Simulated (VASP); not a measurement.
# Tb4WO in VASP: notebook

Runs on Tb4WO. Level: PBE. Tasks: single point.

Program: VASP 6.6.1. These are calculated values, not measurements. Logs are shortened: lines on timing, memory, paths and dates and some standing lists are left out, and cuts for length are marked.

## (1) The cell of the first run

It takes space group P-4m2 (No. 115, tetragonal). The conventional cell has a = 5.193 Å, b = 5.193 Å, c = 5.094 Å, α = 90.00°, β = 90.00°, γ = 90.00°. Tb (site symmetry -4m2) has 2 Tb at 2.55 Å within 3.4 Å. Within 3.4 Å of Tb (site symmetry 2mm) lie 2 Tb at 2.60 Å and 2 O at 2.60 Å. Within 3.4 Å of Tb (site symmetry -4m2) lie 6 Tb at 2.55 to 2.60 Å. W (site symmetry -4m2) has 2 O at 2.55 Å within 3.4 Å. O (site symmetry -4m2) has 2 W at 2.55 Å and 4 Tb at 2.60 Å within 3.4 Å.

The cell was built from a structure type or drawn by symmetry, and may not be a known phase.

## (2) Single point, PBE

Input file INCAR:

```
PREC = Accurate
ENCUT = 600
EDIFF = 1E-6
ISMEAR = 0
SIGMA = 0.2
LREAL = F
LASPH = T
NELM = 200
ALGO = Normal
ISIF = 2
LWAVE = F
LCHARG = F
GGA = PE
NBANDS = 37
GGA_COMPAT = F
LMAXMIX = 6
```

Input file KPOINTS:

```
Automatic mesh
0
Gamma
  3 3 3
```

Input file POSCAR:

```
Tb4WO
1.0
    5.1930657306      0.0000000000      0.0000000000
    0.0000000000      5.1930657306      0.0000000000
    0.0000000000      0.0000000000      5.0942010292
Tb W O
4 1 1
Direct
    0.0000000000      0.0000000000      0.0000000000
    0.0000000000      0.5000000000      0.5053321893
    0.5000000000      0.0000000000      0.4946678107
    0.0000000000      0.0000000000      0.5000000000
    0.5000000000      0.5000000000      0.0000000000
    0.5000000000      0.5000000000      0.5000000000
```

Potentials or basis: VASP PAW PBE potentials, release 64 (Tb_3, W_sv, O), 4f in core.

The run is started by

```
> cat potpaw_PBE.64/Tb_3/POTCAR potpaw_PBE.64/W_sv/POTCAR potpaw_PBE.64/O/POTCAR > POTCAR
> mpirun -np 1 vasp_std > vasp.out
```

OUTCAR:

```text
PREC = Accurate
   ENCUT = 600
   EDIFF = 1E-6
   ISMEAR = 0
   LREAL = F
   LASPH = T
   NELM = 200
   ISIF = 2
   GGA = PE

 ion  position               nearest neighbor table
   1  0.000  0.000  0.000-   4 2.55   4 2.55   2 3.62   3 3.62   2 3.62   3 3.62   2 3.66   3 3.66
                             2 3.66   3 3.66
   2  0.000  0.500  0.505-   4 2.60   6 2.60   4 2.60   6 2.60   1 3.62   5 3.62   5 3.62   1 3.62
                             1 3.66   1 3.66   3 3.67   3 3.67   3 3.67   3 3.67
   3  0.500  0.000  0.495-   4 2.60   6 2.60   6 2.60   4 2.60   5 3.62   5 3.62   1 3.62   1 3.62
                             1 3.66   1 3.66   2 3.67   2 3.67   2 3.67   2 3.67
   4  0.000  0.000  0.500-   1 2.55   1 2.55   3 2.60   2 2.60   2 2.60   3 2.60
   5  0.500  0.500  0.000-   6 2.55   6 2.55   2 3.62   3 3.62   3 3.62   2 3.62
   6  0.500  0.500  0.500-   5 2.55   5 2.55   2 2.60   3 2.60   3 2.60   2 2.60

  LATTYP: Found a simple tetragonal cell.
 ALAT       =     5.1930657306
 C/A-ratio  =     0.9809621702

  Lattice vectors:

 A1 = (   5.1930657306,   0.0000000000,   0.0000000000)
 A2 = (   0.0000000000,   5.1930657306,   0.0000000000)
 A3 = (   0.0000000000,   0.0000000000,   5.0942010292)

Analysis of symmetry for initial positions (statically):
=====================================================================
 Subroutine PRICEL returns:
 Original cell was already a primitive cell.

 Routine SETGRP: Setting up the symmetry group for a
 simple tetragonal supercell.

 Subroutine GETGRP returns: Found  8 space group operations
 (whereof  8 operations were pure point group operations)
 out of a pool of 16 trial point group operations.

The static configuration has the point symmetry D_2d.

Analysis of symmetry for dynamics (positions and initial velocities):
=====================================================================
 Subroutine PRICEL returns:
 Original cell was already a primitive cell.

 Routine SETGRP: Setting up the symmetry group for a
 simple tetragonal supercell.

 Subroutine GETGRP returns: Found  8 space group operations
 (whereof  8 operations were pure point group operations)
 out of a pool of 16 trial point group operations.

The dynamic configuration has the point symmetry D_2d.

 Subroutine INISYM returns: Found  8 space group operations
 (whereof  8 operations are pure point group operations),
 and found     1 'primitive' translations

[... 84 lines left out ...]
   LREAL  =      F    real-space projection
   EDIFFG = 0.1E-04   stopping-criterion for IOM
   NSW    =      0    number of steps for IOM
   IBRION =     -1    ionic relax: 0-MD 1-quasi-New 2-CG
   NFREE  =      0    steps in history (QN), initial steepest desc. (CG)
   ISIF   =      2    stress and relaxation
   ISYM   =      2    0-nonsym 1-usesym 2-fastsym
   POTIM  = 0.5000    time-step for ionic-motion
   TEBEG  =    0.0;   TEEND  =   0.0 temperature during run
   PSTRESS=    0.0 pullay stress
   NELECT =      56.0000    total number of electrons
   NUPDOWN=      -1.0000    fix difference up-down
   EMIN   =  10.00;   EMAX   =-10.00  energy-range for DOS
   EFERMI =   0.00;   METHOD = LEGACY
   ISMEAR =     0;   SIGMA  =   0.20  broadening in eV -4-tet -1-fermi 0-gaus
   EFERMI_NEDOS =   21; number of points for ismear=-14 and -15
   IALGO  =     38    algorithm
   IMIX   =      4    mixing-type and parameters
     AMIX     =   0.40;   BMIX     =  1.00
     AMIX_MAG =   1.60;   BMIX_MAG =  1.00
  volume/ion in A,a.u.               =      22.90       154.51
  Fermi-wavevector in a.u.,A,eV,Ry     =   1.213844  2.293833 20.047064  1.473418
  Thomas-Fermi vector in A             =   2.349283
   LORBIT       =      0    0 simple, 1 ext, 2 COOP (PROOUT), +10 PAW based schemes
   GGA     = PE    functional components
   LHFCALC =     F    Hartree Fock is set to
   AEXX    =    0.0000 exact exchange contribution
   IVDW    =     0    specifies the selected vdW correction
   LEPSILON=     F    determine dielectric tensor
   LRPA    =     F    only Hartree local field effects (RPA)
 non-spin polarized calculation
 Gauss-broadening in eV      SIGMA  =   0.20
  energy-cutoff  :      600.00
  volume of cell :      137.38
 maximum number of plane-waves:      4608
 NGX is ok and might be reduce to    42
   NGX = 21   NGY = 21   NGZ = 21

 number of electron      56.0000001 magnetization

 Free energy of the ion-electron system (eV)
  ---------------------------------------------------
  ext. energy  EPLUGINS =         0.00000000
  ---------------------------------------------------
  free energy    TOTEN  =       -30.84325084 eV

  energy without entropy =      -30.67321632  energy(sigma->0) =      -30.75823358

 E-fermi :   4.2880     XC(G=0): -10.6936

 val. band max:        4.2765199227   @ k =   0.3333   0.0000   0.0000
 cond. band min:       4.3090537370   @ k =   0.3333   0.3333   0.0000
 fundamental gap:      0.0325338143
 Fermi energy:         4.2879557767

 k-point     1 :       0.0000    0.0000    0.0000
  band No.  band energies     occupation
      1     -70.2872      2.00000
      2     -34.5875      2.00000
      3     -34.2636      2.00000
      4     -34.2636      2.00000
      5     -20.5021      2.00000
      6     -20.4003      2.00000
[... 229 lines left out ...]
     36       6.6282      0.00000
     37       7.4909      0.00000

------------------------ aborting loop because EDIFF is reached ----------------------------------------

  FORCE on cell =-STRESS in cart. coord.  units (eV):
  Direction    XX          YY          ZZ          XY          YZ          ZX
  --------------------------------------------------------------------------------------
  -------------------------------------------------------------------------------------
  Total        0.6511470      0.6511470      0.8558821      0.0000000      0.0000000      0.0000000
  in kB        7.5939183      7.5939183      9.9816143      0.0000000      0.0000000      0.0000000
  external PRESSURE =       8.3898169 kB  Pullay stress =       0.0000000 kB

 VOLUME and BASIS-vectors are now :
 -----------------------------------------------------------------------------
  energy-cutoff  :      600.00
  volume of cell :      137.38
      direct lattice vectors                 reciprocal lattice vectors
     5.193065731  0.000000000  0.000000000     0.192564480  0.000000000  0.000000000
     0.000000000  5.193065731  0.000000000     0.000000000  0.192564480  0.000000000
     0.000000000  0.000000000  5.094201029     0.000000000  0.000000000  0.196301637

 POSITION                                       TOTAL-FORCE (eV/Angst)
 -----------------------------------------------------------------------------------
      0.00000      0.00000      0.00000         0.000000     -0.000000      0.000000
      0.00000      2.59653      2.57426         0.000000     -0.000000     -0.038425
      2.59653      0.00000      2.51994         0.000000     -0.000000      0.038425
      0.00000      0.00000      2.54710         0.000000     -0.000000      0.000000
      2.59653      2.59653      0.00000         0.000000      0.000000      0.000000
      2.59653      2.59653      2.54710         0.000000      0.000000      0.000000
 -----------------------------------------------------------------------------------
    total drift:                                0.000000     -0.000000     -0.000000

  FREE ENERGIE OF THE ION-ELECTRON SYSTEM (eV)
  ---------------------------------------------------
  free  energy   TOTEN  =       -30.8432508390 eV

  energy  without entropy=      -30.6732163220  energy(sigma->0) =      -30.75823358
```

OSZICAR:

```text
N       E                     dE             d eps       ncg     rms          rms(c)
DAV:   1     0.437204629141E+03    0.43720E+03   -0.29946E+04   468   0.161E+03
DAV:   2     0.286813165899E+01   -0.43434E+03   -0.42296E+03   449   0.471E+02
DAV:   3    -0.413608661579E+02   -0.44229E+02   -0.42800E+02   608   0.104E+02
DAV:   4    -0.433401297374E+02   -0.19793E+01   -0.19473E+01   568   0.183E+01
DAV:   5    -0.433920383778E+02   -0.51909E-01   -0.51786E-01   584   0.307E+00    0.644E+01
DAV:   6    -0.542281727635E+02   -0.10836E+02   -0.31007E+02   605   0.425E+01    0.263E+01
DAV:   7    -0.327270184470E+02    0.21501E+02   -0.12847E+02   582   0.367E+01    0.215E+01
DAV:   8    -0.309124435727E+02    0.18146E+01   -0.13445E+01   555   0.121E+01    0.118E+01
DAV:   9    -0.308989342795E+02    0.13509E-01   -0.19780E+00   558   0.582E+00    0.433E+00
DAV:  10    -0.308470552018E+02    0.51879E-01   -0.43212E-01   555   0.263E+00    0.139E+00
DAV:  11    -0.308429965778E+02    0.40586E-02   -0.55834E-02   508   0.112E+00    0.602E-01
DAV:  12    -0.308434715660E+02   -0.47499E-03   -0.78399E-03   552   0.392E-01    0.230E-01
DAV:  13    -0.308433656802E+02    0.10589E-03   -0.30732E-03   558   0.229E-01    0.171E-01
DAV:  14    -0.308432859646E+02    0.79716E-04   -0.14608E-03   539   0.116E-01    0.552E-02
DAV:  15    -0.308432512971E+02    0.34667E-04   -0.20251E-04   539   0.412E-02    0.133E-02
DAV:  16    -0.308432508390E+02    0.45811E-06   -0.68850E-06   472   0.134E-02
   1 F= -.30843251E+02 E0= -.30758234E+02  d E =-.170035E+00
```

It took 45 s on 1 thread of Intel Xeon Platinum 8488C (Sapphire Rapids), shared host; peak memory 0.27 GiB.

What came out:

```yaml
Free_energy: -30.8433 eV
Pressure: 0.8 GPa
Largest_force: 0.038 eV/Å
Band_gap_on_the_k_mesh: zero (bands 28 and 29 overlap by 0.52 eV)
```

Forces on the atoms (eV/Å):
```
Tb   0.000  0.000  0.000
Tb   0.000  0.000 -0.038
Tb   0.000  0.000  0.038
Tb   0.000  0.000  0.000
W    0.000  0.000  0.000
O    0.000  0.000  0.000
```

Stress tensor (GPa, compression positive):
```
0.76 0.00 0.00
0.00 0.76 0.00
0.00 0.00 1.00
```

Caveat: the k points lie up to 0.41 Å⁻¹ apart, too coarse for converged energies and pressures of a metal; spin-orbit coupling is left out, which moves the levels of the heavy elements; the 4f electrons are frozen in the core, so they carry no moment and show no levels; the run has no spin polarisation, though such a crystal can be magnetic.

## (3) Single point, PBE

This run uses another cell than the first one, of 30.06 Å³/atom.

Input file INCAR:

```
SYSTEM = Tb4WO
ALGO = Normal
EDIFF = 1E-6
ENCUT = 600
GGA = PE
GGA_COMPAT = .FALSE.
ISIF = 2
ISMEAR = 0
LASPH = .TRUE.
LCHARG = .FALSE.
LMAXMIX = 6
LREAL = .FALSE.
LWAVE = .FALSE.
NBANDS = 37
NELM = 200
PREC = Accurate
SIGMA = 0.2
```

Input file KPOINTS:

```
k-points
0
G
  3 3 3
  0 0 0
```

Input file POSCAR:

```
Tb4WO
1.0
    7.0060175095      0.0000000000      0.0000000000
    0.0000000000      7.0060175095      0.0000000000
    0.0000000000      0.0000000000      3.6746553900
Tb W O
4 1 1
Direct
    0.7012658700      0.0000000000      0.0000000000
    0.2987341300      0.0000000000      0.0000000000
    0.0000000000      0.7012658700      0.0000000000
    0.0000000000      0.2987341300      0.0000000000
    0.5000000000      0.5000000000      0.0000000000
    0.5000000000      0.5000000000      0.5000000000
```

Potentials or basis: VASP PAW PBE potentials, release 64 (Tb_3, W_sv, O), 4f in core.

The run is started by

```
> cat potpaw_PBE.64/Tb_3/POTCAR potpaw_PBE.64/W_sv/POTCAR potpaw_PBE.64/O/POTCAR > POTCAR
> mpirun -np 1 vasp_std > vasp.out
```

Run time: 73 s. Hardware: 1 thread of Intel Xeon Platinum 8488C (Sapphire Rapids), shared host; peak memory 0.3 GiB.

Results (log left out):

```
Free energy            : -31.0984 eV
Pressure               : 0.4 GPa
Largest force          : 0.024 eV/Å
Band gap on the k mesh : zero (bands 28 and 29 overlap by 0.07 eV)
```

Forces on the atoms (eV/Å):
```
Tb  -0.024  0.000  0.000
Tb   0.024  0.000  0.000
Tb   0.000 -0.024  0.000
Tb   0.000  0.024  0.000
W    0.000  0.000  0.000
O    0.000  0.000  0.000
```

Stress tensor (GPa, compression positive):
```
0.56 0.00 0.00
0.00 0.56 0.00
0.00 0.00 0.20
```

Levels at points of the mesh, in eV from the Fermi level:
```csv
k point,band 25,band 26,band 27,band 28,band 29,band 30
"(0.00, 0.00, 0.00)",-0.56,-0.56,-0.39,0.03,0.03,0.10
```

Caveat: the k points lie up to 0.57 Å⁻¹ apart; spin-orbit coupling is left out, which moves the levels of the heavy elements; the 4f electrons are frozen in the core, so they carry no moment and show no levels; the run has no spin polarisation, though such a crystal can be magnetic. With open d or f shells a metallic result of PBE can be an artefact of self-interaction; +U or a hybrid may open a gap.

[end of part 1 of 2]
